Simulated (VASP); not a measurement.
# Ge (Fd-3m) in VASP: a series of runs, part 2 of 2

VASP 6.6.1. The steps go on from the part before.

**4. Single point, LDA**

This run uses another cell than the first one, of 22.21 Å³/atom, 0.981 times its volume.

Input file INCAR:

```
PREC = Accurate
ENCUT = 520
EDIFF = 1E-6
ISMEAR = 0
SIGMA = 0.01
LREAL = F
LASPH = T
NELM = 80
ALGO = Normal
ISIF = 2
LWAVE = F
LCHARG = F
NBANDS = 21
```

Input file KPOINTS:

```
Automatic mesh
0
Gamma
  12 12 12
```

Input file POSCAR:

```
Ge
1.0
    0.0000000000      2.8108598683      2.8108598683
    2.8108598683      0.0000000000      2.8108598683
    2.8108598683      2.8108598683      0.0000000000
Ge
2
Direct
    0.0000000000      0.0000000000      0.0000000000
    0.2500000000      0.2500000000      0.2500000000
```

Launch:

```bash
$ cat potpaw_LDA.64/Ge_d/POTCAR > POTCAR
$ mpirun -np 1 vasp_std > vasp.out
```

Run time: 2 min. Hardware: 1 thread of AMD EPYC 7R13, shared host; peak memory 0.15 GiB.

Results (log left out):

```
Free energy : -10.3910 eV
Pressure    : 0.2 GPa
```

Levels at points of the mesh, in eV from the Fermi level:
| k point | band 12 | band 13 | band 14 | band 15 | band 16 | band 17 |
| --- | --- | --- | --- | --- | --- | --- |
| (0.00, 0.00, 0.00) | -0.02 | -0.02 | -0.02 | 0.01 | 2.52 | 2.52 |
| (0.50, 0.00, 0.00) | -7.74 | -1.45 | -1.45 | 0.11 | 3.71 | 3.71 |
| (0.50, 0.50, 0.00) | -9.01 | -3.16 | -3.16 | 0.62 | 0.62 | 9.55 |

**5. Single point, LDA**

This run uses another cell than the first one, of 22.21 Å³/atom, 0.981 times its volume.

Input file INCAR:

```
ALGO     = Normal         # electronic algorithm
EDIFF    = 1E-6           # SCF threshold, eV
ENCUT    = 520            # plane-wave cutoff, eV
GGA      = CA             # functional
ISIF     = 2              # what is computed and relaxed
ISMEAR   = 0              # smearing method
LASPH    = T              # aspherical terms in the spheres
LCHARG   = F              # write CHGCAR
LREAL    = F              # projectors in reciprocal space
LWAVE    = F              # write WAVECAR
NBANDS   = 21             # bands
NELM     = 100            # most SCF steps
PREC     = Accurate       # precision mode
SIGMA    = 0.01           # smearing width, eV
```

Input file KPOINTS:

```
k-points
0
Gamma
  12 12 12
```

POSCAR is that of step 4.

Launch:

```bash
$ cat potpaw_LDA.64/Ge_d/POTCAR > POTCAR
$ mpirun -np 1 vasp_std > vasp.out
```

It took 2.1 min on 1 thread of AMD EPYC 7R13, shared host; peak memory 0.15 GiB.

It converged, with:

```yaml
Free_energy: -10.3910 eV
Pressure: 0.2 GPa
```

Levels at points of the mesh, in eV from the Fermi level:
| k point | band 12 | band 13 | band 14 | band 15 | band 16 | band 17 |
| --- | --- | --- | --- | --- | --- | --- |
| (0.00, 0.00, 0.00) | -0.02 | -0.02 | -0.02 | 0.01 | 2.52 | 2.52 |
| (0.50, 0.00, 0.00) | -7.74 | -1.45 | -1.45 | 0.11 | 3.71 | 3.71 |
| (0.50, 0.50, 0.00) | -9.01 | -3.16 | -3.16 | 0.62 | 0.62 | 9.55 |

**6. Relaxation of cell and atoms, LDA**

Input file INCAR:

```
  ALGO = Normal
  EDIFF = 1E-6
  EDIFFG = -0.002
  ENCUT = 600
  GGA = CA
  IBRION = 2
  ISIF = 3
  ISMEAR = 0
  LASPH = True
  LCHARG = False
  LREAL = False
  LWAVE = False
  NELM = 60
  NSW = 100
  PREC = Accurate
  SIGMA = 0.1
```

KPOINTS is that of step 5.

Input file POSCAR:

```
Ge
1.0
    0.0000000000      2.8290000000      2.8290000000
    2.8290000000      0.0000000000      2.8290000000
    2.8290000000      2.8290000000      0.0000000000
Ge
2
Direct
    0.0000000000      0.0000000000      0.0000000000
    0.2500000000      0.2500000000      0.2500000000
```

Potentials or basis: VASP PAW LDA potentials, release 64 (Ge_d).

Launch:

```bash
$ cat potpaw_LDA.64/Ge_d/POTCAR > POTCAR
$ mpirun -np 1 vasp_std > vasp.out
```

Wall time 11 min (1 thread of AMD EPYC 7R13, shared host); peak memory 0.17 GiB.

Results (log left out):

* Free energy: -10.3913 eV
* Relaxed volume: 22.27 Å³/atom
* Relaxed cell: a = 3.979 Å, b = 3.979 Å, c = 3.979 Å, α = 60.00°, β = 60.00°, γ = 60.00°
* Space group after relaxing (to 0.05 Å): Fd-3m (No. 227)
* Energy gained by relaxing: 1.4 meV/atom
* Ionic steps: 11
* Pressure after relaxing: 0.0 GPa

Step by step:
| step | energy change (eV) | largest force (eV/Å) | pressure (GPa) | volume (Å³) |
| --- | --- | --- | --- | --- |
| 1 | 0.0000 | 0.0000 | -1.16 | 45.28 |
| 2 | -0.0024 | 0.0000 | 0.33 | 44.21 |
| 3 | -0.0028 | 0.0000 | -0.03 | 44.50 |
| 4 | -0.0028 | 0.0000 | 0.10 | 44.48 |
| 5 | -0.0028 | 0.0000 | -0.23 | 44.56 |
| 6 | -0.0028 | 0.0000 | 0.05 | 44.52 |
| 7 | -0.0028 | 0.0000 | -0.07 | 44.53 |
| 8 | -0.0028 | 0.0000 | 0.12 | 44.53 |
| 9 | -0.0028 | 0.0000 | 0.07 | 44.53 |
| 10 | -0.0028 | 0.0000 | -0.16 | 44.57 |
| 11 | -0.0028 | 0.0000 | 0.00 | 44.54 |

Final structure:
```
Ge
1.0
     0.00000    2.81347    2.81347
     2.81347    0.00000    2.81347
     2.81347    2.81347    0.00000
Ge
2
Direct
  0.00000 0.00000 0.00000
  0.25000 0.25000 0.25000
```

Levels at points of the mesh, in eV from the Fermi level:
| k point | band 12 | band 13 | band 14 | band 15 | band 16 | band 17 |
| --- | --- | --- | --- | --- | --- | --- |
| (0.00, 0.00, 0.00) | -0.03 | -0.03 | -0.03 | -0.02 | 2.51 | 2.51 |
| (0.50, 0.00, 0.00) | -7.74 | -1.46 | -1.46 | 0.09 | 3.70 | 3.70 |
| (0.50, 0.50, 0.00) | -9.01 | -3.16 | -3.16 | 0.62 | 0.62 | 9.52 |

**7. The runs side by side**

```csv
task,cell,k mesh,cutoff (eV),smearing,pressure (GPa)
single point,"a = 4.001 Å, angles 60.0°, 2 atoms",6 × 6 × 6,520,gaussian 0.1 eV,-1.0
single point,"a = 3.975 Å, angles 60.0°, 2 atoms",12 × 12 × 12,520,gaussian 0.1 eV,0.2
single point,"a = 3.975 Å, angles 60.0°, 2 atoms",12 × 12 × 12,520,gaussian 0.01 eV,0.2
relaxation of cell and atoms,"relaxed from a = 4.001 Å, angles 60.0°, 2 atoms",12 × 12 × 12,600,gaussian 0.1 eV,0.0
```

Alike in all rows: level LDA; potentials or basis VASP PAW LDA potentials, release 64 (Ge_d); no spin polarisation.

Total energies depend on the potentials used, so only differences within one code and one set of settings carry meaning.
